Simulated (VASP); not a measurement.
# Co3C2 (P-3m1) in VASP: notebook, part 2 of 2

VASP 6.6.1.

## Step 3: Relaxation of cell and atoms, PBE

This run uses another cell than the first one, of 8.85 Å³/atom.

INCAR reads:

```
ALGO     = Normal         # electronic algorithm
EDIFF    = 1E-6           # SCF threshold, eV
EDIFFG   = -0.04          # ionic threshold
ENCUT    = 600            # plane-wave cutoff, eV
GGA      = PE             # functional
IBRION   = 2              # ionic algorithm
ISIF     = 3              # what is computed and relaxed
ISMEAR   = 0              # smearing method
LASPH    = T              # aspherical terms in the spheres
LCHARG   = F              # write CHGCAR
LREAL    = F              # projectors in reciprocal space
LWAVE    = F              # write WAVECAR
NELM     = 100            # most SCF steps
NSW      = 90             # ionic steps
PREC     = Accurate       # precision mode
SIGMA    = 0.1            # smearing width, eV
```

KPOINTS reads:

```
k-points
0
Gamma
  6 6 4
```

POSCAR reads:

```
Co3C2
1.0
    3.2018115537      0.0000000000      0.0000000000
   -1.6009057768      2.7728501436      0.0000000000
    0.0000000000      0.0000000000      4.9814986863
Co C
3 2
Direct
    0.0000000000      0.0000000000      0.0000000000
    0.3333333333      0.6666666667      0.6450000000
    0.6666666667      0.3333333333      0.3550000000
    0.3333333333      0.6666666667      0.2450000000
    0.6666666667      0.3333333333      0.7550000000
```

Potentials or basis: VASP PAW PBE potentials, release 64 (Co, C).

On the command line:

```bash
> cat potpaw_PBE.64/Co/POTCAR potpaw_PBE.64/C/POTCAR > POTCAR
> mpirun -np 1 vasp_std > vasp.out
```

OUTCAR:

```text
EDIFF = 1E-6
   EDIFFG = -0.04
   ENCUT = 600
   GGA = PE
   IBRION = 2
   ISIF = 3
   ISMEAR = 0
   LASPH = T
   LREAL = F
   NELM = 100
   NSW = 90
   PREC = Accurate

 ion  position               nearest neighbor table
   1  0.000  0.000  0.000-   4 2.22   5 2.22   4 2.22   5 2.22   5 2.22   4 2.22   2 2.56   3 2.56
                             2 2.56   3 2.56   2 2.56   3 2.56
   2  0.333  0.667  0.645-   5 1.93   5 1.93   5 1.93   4 1.99   3 2.35   3 2.35   3 2.35   1 2.56
                             1 2.56   1 2.56
   3  0.667  0.333  0.355-   4 1.93   4 1.93   4 1.93   5 1.99   2 2.35   2 2.35   2 2.35   1 2.56
                             1 2.56   1 2.56
   4  0.333  0.667  0.245-   3 1.93   3 1.93   3 1.93   2 1.99   1 2.22   1 2.22   1 2.22
   5  0.667  0.333  0.755-   2 1.93   2 1.93   2 1.93   3 1.99   1 2.22   1 2.22   1 2.22

  LATTYP: Found a hexagonal cell.
 ALAT       =     3.2018115537
 C/A-ratio  =     1.5558375634

  Lattice vectors:

 A1 = (   3.2018115537,   0.0000000000,   0.0000000000)
 A2 = (  -1.6009057768,   2.7728501436,   0.0000000000)
 A3 = (   0.0000000000,   0.0000000000,   4.9814986863)

Analysis of symmetry for initial positions (statically):
=====================================================================
 Subroutine PRICEL returns:
 Original cell was already a primitive cell.

 Routine SETGRP: Setting up the symmetry group for a
 hexagonal supercell.

 Subroutine GETGRP returns: Found 12 space group operations
 (whereof 12 operations were pure point group operations)
 out of a pool of 24 trial point group operations.

The static configuration has the point symmetry D_3d.

Analysis of symmetry for dynamics (positions and initial velocities):
=====================================================================
 Subroutine PRICEL returns:
 Original cell was already a primitive cell.

 Routine SETGRP: Setting up the symmetry group for a
 hexagonal supercell.

 Subroutine GETGRP returns: Found 12 space group operations
 (whereof 12 operations were pure point group operations)
 out of a pool of 24 trial point group operations.

[... 115 lines left out ...]
   PSTRESS=    0.0 pullay stress
   NELECT =      35.0000    total number of electrons
   NUPDOWN=      -1.0000    fix difference up-down
   EMIN   =  10.00;   EMAX   =-10.00  energy-range for DOS
   EFERMI =   0.00;   METHOD = LEGACY
   ISMEAR =     0;   SIGMA  =   0.10  broadening in eV -4-tet -1-fermi 0-gaus
   EFERMI_NEDOS =   21; number of points for ismear=-14 and -15
   IALGO  =     38    algorithm
   IMIX   =      4    mixing-type and parameters
     AMIX     =   0.40;   BMIX     =  1.00
     AMIX_MAG =   1.60;   BMIX_MAG =  1.00
  volume/ion in A,a.u.               =       8.85        59.69
  Fermi-wavevector in a.u.,A,eV,Ry     =   1.514270  2.861556 31.198363  2.293015
  Thomas-Fermi vector in A             =   2.623950
   LORBIT       =      0    0 simple, 1 ext, 2 COOP (PROOUT), +10 PAW based schemes
   GGA     = PE    functional components
   LHFCALC =     F    Hartree Fock is set to
   AEXX    =    0.0000 exact exchange contribution
   IVDW    =     0    specifies the selected vdW correction
   LEPSILON=     F    determine dielectric tensor
   LRPA    =     F    only Hartree local field effects (RPA)
 conjugate gradient relaxation of ions
 non-spin polarized calculation
 Gauss-broadening in eV      SIGMA  =   0.10
  energy-cutoff  :      600.00
  volume of cell :       44.23
 maximum number of plane-waves:      1496
 NGX is ok and might be reduce to    28
   NGX = 13   NGY = 13   NGZ = 19

--------------------------------------- Ionic step        1  -------------------------------------------

 number of electron      35.0000001 magnetization

 Free energy of the ion-electron system (eV)
  ---------------------------------------------------
  ext. energy  EPLUGINS =         0.00000000
  ---------------------------------------------------
  free energy    TOTEN  =       -37.98241769 eV

  energy without entropy =      -37.95972887  energy(sigma->0) =      -37.97107328

------------------------ aborting loop because EDIFF is reached ----------------------------------------

  FORCE on cell =-STRESS in cart. coord.  units (eV):
  Direction    XX          YY          ZZ          XY          YZ          ZX
  --------------------------------------------------------------------------------------
  -------------------------------------------------------------------------------------
  Total       -2.8291384     -2.8291384     -1.2198175     -0.0000000      0.0000000      0.0000000
  in kB     -102.4902603   -102.4902603    -44.1899228     -0.0000000      0.0000000      0.0000000
  external PRESSURE =     -83.0568145 kB  Pullay stress =       0.0000000 kB
[... 221 lines left out ...]
--------------------------------------- Ionic step        7  -------------------------------------------

 number of electron      34.9999993 magnetization

 Free energy of the ion-electron system (eV)
  ---------------------------------------------------
  ext. energy  EPLUGINS =         0.00000000
  ---------------------------------------------------
  free energy    TOTEN  =       -38.19600623 eV

  energy without entropy =      -38.17351995  energy(sigma->0) =      -38.18476309

 E-fermi :  10.7837     XC(G=0): -13.5296

 val. band max:       10.7788733193   @ k =   0.0000   0.3333   0.2500
 cond. band min:      10.7894245199   @ k =   0.0000   0.3333   0.2500
 fundamental gap:      0.0105512006
 Fermi energy:        10.7837103092

 k-point     1 :       0.0000    0.0000    0.0000
  band No.  band energies     occupation
      1      -3.8995      2.00000
      2      -1.2391      2.00000
      3       3.3056      2.00000
      4       5.2166      2.00000
      5       5.2166      2.00000
      6       5.4907      2.00000
[... 597 lines left out ...]
  FREE ENERGIE OF THE ION-ELECTRON SYSTEM (eV)
  ---------------------------------------------------
  free  energy   TOTEN  =       -38.1960062328 eV

  energy  without entropy=      -38.1735199488  energy(sigma->0) =      -38.18476309

 reached required accuracy - stopping structural energy minimisation
```

OSZICAR:

```text
N       E                     dE             d eps       ncg     rms          rms(c)
DAV:   1     0.266740317990E+03    0.26674E+03   -0.17517E+04  1016   0.233E+03
DAV:   2    -0.135471113965E+02   -0.28029E+03   -0.27275E+03  1008   0.429E+02
DAV:   3    -0.442732008553E+02   -0.30726E+02   -0.29813E+02  1448   0.156E+02
[... 76 lines left out ...]
DAV:   5    -0.381960197818E+02    0.17284E-02   -0.49063E-03  1810   0.140E+00    0.655E-02
DAV:   6    -0.381960105134E+02    0.92684E-05   -0.42963E-04  1447   0.264E-01    0.224E-02
DAV:   7    -0.381960069552E+02    0.35582E-05   -0.57520E-05  1506   0.114E-01    0.114E-02
DAV:   8    -0.381960064540E+02    0.50124E-06   -0.11028E-05  1335   0.587E-02    0.499E-03
DAV:   9    -0.381960062328E+02    0.22120E-06   -0.13091E-06   579   0.270E-02
   7 F= -.38196006E+02 E0= -.38184763E+02  d E =-.467049E-02
```

Wall time 1.9 min (1 thread of Intel Xeon 6975P-C (Granite Rapids), shared host); peak memory 0.19 GiB.

What came out:

* Free energy: -38.1960 eV
* Relaxed volume: 8.56 Å³/atom
* Relaxed cell: a = 3.137 Å, b = 3.137 Å, c = 5.020 Å, α = 90.00°, β = 90.00°, γ = 120.00°
* Space group after relaxing (to 0.1 Å): P-3m1 (No. 164)
* Energy gained by relaxing: 42.7 meV/atom
* Ionic steps: 7
* Pressure after relaxing: 0.3 GPa
* Largest force after relaxing: 0.014 eV/Å
* Band gap on the k mesh: zero (an odd number of electrons rules out a gap without spin polarisation)

Forces on the atoms (eV/Å):
```
Co   0.000  0.000  0.000
Co   0.000  0.000  0.010
Co   0.000  0.000 -0.010
C    0.000  0.000  0.014
C    0.000  0.000 -0.014
```

Step by step:
```tsv
step	energy change (eV)	largest force (eV/Å)	pressure (GPa)	volume (Å³)
1	0.0000	1.9355	-8.31	44.23
2	-0.1396	0.5046	12.54	41.35
3	-0.1907	0.4312	4.39	42.27
4	-0.2027	0.2837	-2.90	43.31
5	-0.2089	0.1265	-0.29	42.92
6	-0.2113	0.0808	-0.13	42.88
7	-0.2136	0.0137	0.29	42.79
```

Final structure:
```
Co C
1.0
     3.13742    0.00000    0.00000
    -1.56871    2.71709    0.00000
     0.00000    0.00000    5.02013
Co C
3 2
Direct
  0.00000 0.00000 0.00000
  0.33333 0.66667 0.66112
  0.66667 0.33333 0.33888
  0.33333 0.66667 0.24200
  0.66667 0.33333 0.75800
```

Levels at points of the mesh, in eV from the Fermi level:
| k point | band 15 | band 16 | band 17 | band 18 | band 19 | band 20 | band 21 |
| --- | --- | --- | --- | --- | --- | --- | --- |
| (0.00, 0.00, 0.00) | -1.08 | -0.88 | -0.88 | -0.74 | 2.85 | 3.66 | 3.66 |
| (0.50, 0.00, 0.00) | -1.12 | -0.99 | -0.80 | -0.58 | 0.08 | 0.88 | 1.16 |
| (0.00, 0.00, 0.50) | -1.41 | -1.35 | 0.06 | 0.06 | 3.16 | 3.43 | 3.43 |
| (0.50, 0.00, 0.50) | -1.27 | -1.02 | -0.87 | -0.53 | 0.90 | 1.77 | 1.82 |

Caveat: the k points lie up to 0.39 Å⁻¹ apart in the final cell, too coarse for converged energies and pressures of a metal; the run has no spin polarisation, though such a crystal can be magnetic. Spin polarisation is off, so any magnetic state and its effect on volume and gap are missing.

## Step 4: Single point, PBE

INCAR reads:

```
SYSTEM = Co3C2
PREC = Accurate
ENCUT = 520
EDIFF = 1E-6
ISMEAR = 0
SIGMA = 0.1
LREAL = .False.
LASPH = .True.
NELM = 80
ALGO = Normal
ISIF = 2
LWAVE = .False.
LCHARG = .False.
GGA = PE
NBANDS = 26
```

KPOINTS reads:

```
regular mesh
0
Gamma
  12 12 8
  0 0 0
```

POSCAR reads:

```
Co3C2
1.0
    3.1390665823      0.0000000000      0.0000000000
   -1.5695332911      2.7185114045      0.0000000000
    0.0000000000      0.0000000000      5.0228793551
Co C
3 2
Direct
    0.0000000000      0.0000000000      0.0000000000
    0.3333333333      0.6666666667      0.6615888121
    0.6666666667      0.3333333333      0.3384111879
    0.3333333333      0.6666666667      0.2427971314
    0.6666666667      0.3333333333      0.7572028686
```

On the command line:

```bash
> cat potpaw_PBE.64/Co/POTCAR potpaw_PBE.64/C/POTCAR > POTCAR
> mpirun -np 1 vasp_std > vasp.out
```

Run time: 80 s. Hardware: 1 thread of Intel Xeon 6975P-C (Granite Rapids), shared host; peak memory 0.25 GiB.

It converged, with:

```
Free energy            : -38.2205 eV
Pressure               : 0.0 GPa
Largest force          : 0.030 eV/Å
Band gap on the k mesh : zero (an odd number of electrons rules out a gap without spin polarisation)
```

Forces in eV/Å, atoms in the order of the input:
```
Co   0.000  0.000  0.000
Co   0.000  0.000 -0.030
Co   0.000  0.000  0.030
C    0.000  0.000 -0.029
C    0.000  0.000  0.029
```

Stress tensor (GPa, compression positive):
```
 0.13  0.00  0.00
 0.00  0.13  0.00
 0.00  0.00 -0.27
```

Levels at points of the mesh, in eV from the Fermi level:
| k point | band 14 | band 15 | band 16 | band 17 | band 18 | band 19 | band 20 | band 21 | band 22 | band 23 |
| --- | --- | --- | --- | --- | --- | --- | --- | --- | --- | --- |
| (0.00, 0.00, 0.00) | -1.06 | -1.06 | -0.86 | -0.86 | -0.73 | 2.86 | 3.69 | 3.69 | 4.07 | 4.07 |
| (0.50, 0.00, 0.00) | -1.80 | -1.10 | -0.99 | -0.78 | -0.56 | 0.09 | 0.89 | 1.17 | 2.58 | 3.27 |
| (0.00, 0.00, 0.50) | -1.39 | -1.39 | -1.35 | 0.07 | 0.07 | 3.16 | 3.45 | 3.45 | 4.54 | 4.54 |
| (0.50, 0.00, 0.50) | -1.41 | -1.26 | -1.01 | -0.84 | -0.52 | 0.91 | 1.77 | 1.82 | 2.55 | 2.57 |

Caveat: the run has no spin polarisation, though such a crystal can be magnetic. Spin polarisation is off, so any magnetic state and its effect on volume and gap are missing.

## Step 5: Overview

| task | cell | k mesh | cutoff (eV) | gap on the mesh (eV) | pressure (GPa) | largest force (eV/Å) |
| --- | --- | --- | --- | --- | --- | --- |
| single point | a = 3.136, b = 3.136, c = 5.040 Å, angles 90.0, 90.0, 120.0°, 5 atoms, atomic positions A | 6 × 6 × 4 | 520 | none | -0.1 | 0.03 |
| relaxation of cell and atoms | relaxed from a = 3.202, b = 3.202, c = 4.981 Å, angles 90.0, 90.0, 120.0°, 5 atoms, atomic positions B | 6 × 6 × 4 | 600 | none | 0.3 | 0.01 |
| single point | a = 3.139, b = 3.139, c = 5.023 Å, angles 90.0, 90.0, 120.0°, 5 atoms, atomic positions A | 12 × 12 × 8 | 520 | none | 0.0 | 0.03 |

Alike in all rows: level PBE; potentials or basis VASP PAW PBE potentials, release 64 (Co, C); no spin polarisation; smearing gaussian 0.1 eV.

Caveats: some runs use coarse meshes; the run has no spin polarisation, though such a crystal can be magnetic.

Absolute energies hang on the potentials; compare differences alone.
